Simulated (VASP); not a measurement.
A run of VASP 6.6.1:

INCAR

```
PREC = Accurate
ENCUT = 520
EDIFF = 1E-6
ISMEAR = 0
SIGMA = 0.1
LREAL = False
LASPH = True
NELM = 80
ALGO = Normal
ISIF = 2
LWAVE = False
LCHARG = True
GGA = PS
LELF = True
LVHAR = True
NBANDS = 14
```

File KPOINTS:

```
Automatic mesh
0
Gamma
  10 10 10
```

File POSCAR:

```
HfC
1.0
    0.0000000000      2.3250000000      2.3250000000
    2.3250000000      0.0000000000      2.3250000000
    2.3250000000      2.3250000000      0.0000000000
Hf C
1 1
Direct
    0.5000000000      0.5000000000      0.5000000000
    0.0000000000      0.0000000000      0.0000000000
```

Potentials or basis: VASP PAW PBE potentials, release 64 (Hf_pv, C).

Run with:

```console
$ cat potpaw_PBE.64/Hf_pv/POTCAR potpaw_PBE.64/C/POTCAR > POTCAR
$ mpirun -np 1 vasp_std > vasp.out
```

Hardware: 1 thread of AMD EPYC 7R43 64-Core Processor (Zen 3) (shared host).

Estimate the wall time of this run.

Wall time 20 s on 1 thread of AMD EPYC 7R43 64-Core Processor (Zen 3) (shared host), peak memory 0.11 GiB. Counts: scf iterations 12, k points 47.
